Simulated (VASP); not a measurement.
# TiC (I4/mmm) in VASP: a series of runs, part 2 of 2

VASP 6.6.1.

### Step 3. Single point, PBE (strain +0.015 along x and y, +0.030 along z)

File INCAR:

```
PREC = Accurate ; ENCUT = 520
EDIFF = 1E-6 ; ISMEAR = 0
SIGMA = 0.15 ; LREAL = F
LASPH = T ; NELM = 60
ALGO = Normal ; ISIF = 2
LWAVE = F ; LCHARG = F
GGA = PE ; NBANDS = 15
```

File KPOINTS:

```
Automatic mesh
0
Gamma
  18 18 18
```

File POSCAR:

```
TiC
1.0
    0.0000000000      2.1964600000      2.2289200000
    2.1964600000      0.0000000000      2.2289200000
    2.1964600000      2.1964600000      0.0000000000
Ti C
1 1
Direct
    0.0000000000      0.0000000000      0.0000000000
    0.5000000000      0.5000000000      0.5000000000
```

Potentials or basis: VASP PAW PBE potentials, release 64 (Ti_sv, C).

Run with:

```sh
$ cat potpaw_PBE.64/Ti_sv/POTCAR potpaw_PBE.64/C/POTCAR > POTCAR
$ mpirun -np 1 vasp_std > vasp.out
```

OUTCAR:

```text
PREC = Accurate
   ENCUT = 520
   EDIFF = 1E-6
   ISMEAR = 0
   LREAL = F
   LASPH = T
   NELM = 60
   ISIF = 2
   GGA = PE

 ion  position               nearest neighbor table
   1  0.000  0.000  0.000-   2 2.20   2 2.20   2 2.20   2 2.20   2 2.23   2 2.23
   2  0.500  0.500  0.500-   1 2.20   1 2.20   1 2.20   1 2.20   1 2.23   1 2.23

  LATTYP: Found a body centered tetragonal cell.
 ALAT       =     3.1062635212
 C/A-ratio  =     1.4351132702

  Lattice vectors:

 A1 = (  -2.1964600000,   0.0000000000,   2.2289200000)
 A2 = (   2.1964600000,   0.0000000000,   2.2289200000)
 A3 = (   0.0000000000,   2.1964600000,  -2.2289200000)

Analysis of symmetry for initial positions (statically):
=====================================================================
 Subroutine PRICEL returns:
 Original cell was already a primitive cell.

 Routine SETGRP: Setting up the symmetry group for a
 body centered tetragonal supercell.

 Subroutine GETGRP returns: Found 16 space group operations
 (whereof 16 operations were pure point group operations)
 out of a pool of 16 trial point group operations.

[... 176 lines left out ...]
      6       9.3603      0.00000
      7       9.4584      0.00000
      8       9.4584      0.00000
      9      10.2910      0.00000
     10      10.3348      0.00000
     11      10.3777      0.00000
     12      10.3777      0.00000
     13      10.3990      0.00000
     14      18.4265      0.00000
[... 401 lines left out ...]
      2     -24.2408      2.00000
      3     -24.0935      2.00000
      4     -24.0519      2.00000
      5      -2.1789      2.00000
      6       6.2182      2.00000
      7       7.1150      2.00000
      8       7.2972      2.00000
      9      10.2012      0.00000
     10      10.5469      0.00000
     11      11.4787      0.00000
     12      13.5023      0.00000
     13      14.6448      0.00000
     14      19.4185      0.00000
     15      22.3892      0.00000

 [... further k-points ...]

------------------------ aborting loop because EDIFF is reached ----------------------------------------

  FORCE on cell =-STRESS in cart. coord.  units (eV):
  Direction    XX          YY          ZZ          XY          YZ          ZX
  --------------------------------------------------------------------------------------
  -------------------------------------------------------------------------------------
  Total       -1.4419670     -1.4419670     -2.0126078      0.0000000      0.0000000     -0.0000000
  in kB     -107.4223929   -107.4223929   -149.9334922      0.0000000      0.0000000     -0.0000000
  external PRESSURE =    -121.5927593 kB  Pullay stress =       0.0000000 kB

 VOLUME and BASIS-vectors are now :
 -----------------------------------------------------------------------------
  energy-cutoff  :      520.00
  volume of cell :       21.51
      direct lattice vectors                 reciprocal lattice vectors
     0.000000000  2.196460000  2.228920000    -0.227639019  0.227639019  0.224323888
     2.196460000  0.000000000  2.228920000     0.227639019 -0.227639019  0.224323888
     2.196460000  2.196460000  0.000000000     0.227639019  0.227639019 -0.224323888

 POSITION                                       TOTAL-FORCE (eV/Angst)
 -----------------------------------------------------------------------------------
      0.00000      0.00000      0.00000         0.000000     -0.000000     -0.000000
      2.19646      2.19646      2.22892        -0.000000      0.000000      0.000000
 -----------------------------------------------------------------------------------
    total drift:                                0.000000     -0.000000     -0.000000

  FREE ENERGIE OF THE ION-ELECTRON SYSTEM (eV)
  ---------------------------------------------------
  free  energy   TOTEN  =       -18.6626923314 eV

  energy  without entropy=      -18.6591810447  energy(sigma->0) =      -18.66093669
```

OSZICAR:

```text
N       E                     dE             d eps       ncg     rms          rms(c)
DAV:   1     0.117570472946E+03    0.11757E+03   -0.79654E+03 14436   0.126E+03
DAV:   2    -0.165107756985E+02   -0.13408E+03   -0.12573E+03 15170   0.331E+02
DAV:   3    -0.241732505501E+02   -0.76625E+01   -0.75343E+01 19355   0.777E+01
DAV:   4    -0.244174950511E+02   -0.24424E+00   -0.24402E+00 17484   0.128E+01
DAV:   5    -0.244239419423E+02   -0.64469E-02   -0.64461E-02 19397   0.184E+00    0.173E+01
DAV:   6    -0.194541144139E+02    0.49698E+01   -0.12382E+01 20609   0.558E+01    0.746E+00
DAV:   7    -0.187231228492E+02    0.73099E+00   -0.25066E+00 17109   0.223E+01    0.453E+00
DAV:   8    -0.187064781290E+02    0.16645E-01   -0.11948E-01 16087   0.302E+00    0.377E+00
DAV:   9    -0.186684245442E+02    0.38054E-01   -0.13743E-01 18932   0.583E+00    0.926E-01
DAV:  10    -0.186664747526E+02    0.19498E-02   -0.18504E-02 18795   0.131E+00    0.675E-01
DAV:  11    -0.186640578122E+02    0.24169E-02   -0.24089E-03 16616   0.757E-01    0.423E-01
DAV:  12    -0.186627516767E+02    0.13061E-02   -0.22616E-03 16514   0.843E-01    0.823E-02
DAV:  13    -0.186627076303E+02    0.44046E-04   -0.15367E-04 16108   0.163E-01    0.474E-02
DAV:  14    -0.186626939486E+02    0.13682E-04   -0.30006E-05 20234   0.475E-02    0.130E-02
DAV:  15    -0.186626928168E+02    0.11318E-05   -0.21899E-06 14855   0.188E-02    0.636E-03
DAV:  16    -0.186626923314E+02    0.48540E-06   -0.72673E-07 12034   0.163E-02
   1 F= -.18662692E+02 E0= -.18660937E+02  d E =-.351129E-02
```

stdout:

```text
POSCAR found type information on POSCAR TiC
 POSCAR found :  2 types and       2 ions
 scaLAPACK will be used
 LDA part: xc-table for (Slater+PW92), standard interpolation
 POSCAR, INCAR and KPOINTS ok, starting setup
 FFT: planning ... GRIDC
 FFT: planning ... GRID_SOFT
 FFT: planning ... GRID
 WAVECAR not read
 entering main loop
```

Wall time 75 s (1 thread of Intel Xeon Platinum 8488C (Sapphire Rapids), shared host); peak memory 0.26 GiB.

What came out:

- Free energy: -18.6627 eV
- Pressure: -12.2 GPa
- Band gap on the k mesh: zero (band 8 reaches 9.46 eV, above the bottom of band 9 at 8.31 eV)

Caveat: the cell differs from its parent crystal (strain +0.015 along x and y, +0.030 along z).

### Step 4. Single point, PBE (strain +0.030 along x and y, +0.015 along z)

File INCAR:

```
SYSTEM = TiC
ALGO = Normal
EDIFF = 1E-6
ENCUT = 520
GGA = PE
ISIF = 2
ISMEAR = 0
LASPH = .TRUE.
LCHARG = .FALSE.
LREAL = .FALSE.
LWAVE = .FALSE.
NBANDS = 15
NELM = 60
PREC = Accurate
SIGMA = 0.15
```

File KPOINTS:

```
k-points
0
G
  18 18 18
  0 0 0
```

File POSCAR:

```
TiC
1.0
    0.0000000000      2.2289200000      2.1964600000
    2.2289200000      0.0000000000      2.1964600000
    2.2289200000      2.2289200000      0.0000000000
Ti C
1 1
Direct
    0.0000000000      0.0000000000      0.0000000000
    0.5000000000      0.5000000000      0.5000000000
```

Run with:

```sh
$ cat potpaw_PBE.64/Ti_sv/POTCAR potpaw_PBE.64/C/POTCAR > POTCAR
$ mpirun -np 1 vasp_std > vasp.out
```

Run time: 70 s. Hardware: 1 thread of Intel Xeon Platinum 8488C (Sapphire Rapids), shared host; peak memory 0.27 GiB.

It converged, with:

```
Free energy            : -18.6358 eV
Pressure               : -15.2 GPa
Band gap on the k mesh : zero (band 8 reaches 9.32 eV, above the bottom of band 9 at 8.11 eV)
```

Stress tensor (GPa, compression positive):
```
-16.57   0.00   0.00
  0.00 -16.57   0.00
  0.00   0.00 -12.40
```

Levels at points of the mesh, in eV from the Fermi level:
| k point | band 5 | band 6 | band 7 | band 8 | band 9 | band 10 | band 11 | band 12 |
| --- | --- | --- | --- | --- | --- | --- | --- | --- |
| (0.00, 0.00, 0.00) | -12.07 | 0.62 | 0.62 | 0.72 | 1.50 | 1.57 | 1.57 | 1.60 |
| (0.50, 0.00, 0.00) | -8.91 | -5.52 | -2.69 | -2.67 | 2.60 | 2.66 | 3.70 | 7.38 |
| (0.50, 0.50, 0.00) | -9.83 | -3.27 | -1.44 | -0.16 | -0.16 | 2.44 | 3.17 | 3.17 |
| (0.50, 0.00, 0.50) | -9.86 | -3.41 | -1.41 | -0.06 | -0.05 | 2.44 | 3.12 | 3.20 |

Caveat: the cell differs from its parent crystal (strain +0.030 along x and y, +0.015 along z).

### Step 5. Overview

| cell | gap on the mesh (eV) | pressure (GPa) |
| --- | --- | --- |
| a = 3.107, b = 3.107, c = 3.152 Å, angles 59.5, 59.5, 61.0°, 2 atoms | none | -12.0 |
| a = 3.129, b = 3.129, c = 3.106 Å, angles 60.2, 60.2, 59.5°, 2 atoms | none | -12.2 |
| a = 3.129, b = 3.129, c = 3.152 Å, angles 59.8, 59.8, 60.5°, 2 atoms | none | -15.2 |

Alike in all rows: task single point; level PBE; potentials or basis VASP PAW PBE potentials, release 64 (Ti_sv, C); no spin polarisation; k mesh 18 × 18 × 18; cutoff (eV) 520; smearing gaussian 0.15 eV.

Total energies depend on the potentials used, so only differences within one code and one set of settings carry meaning.
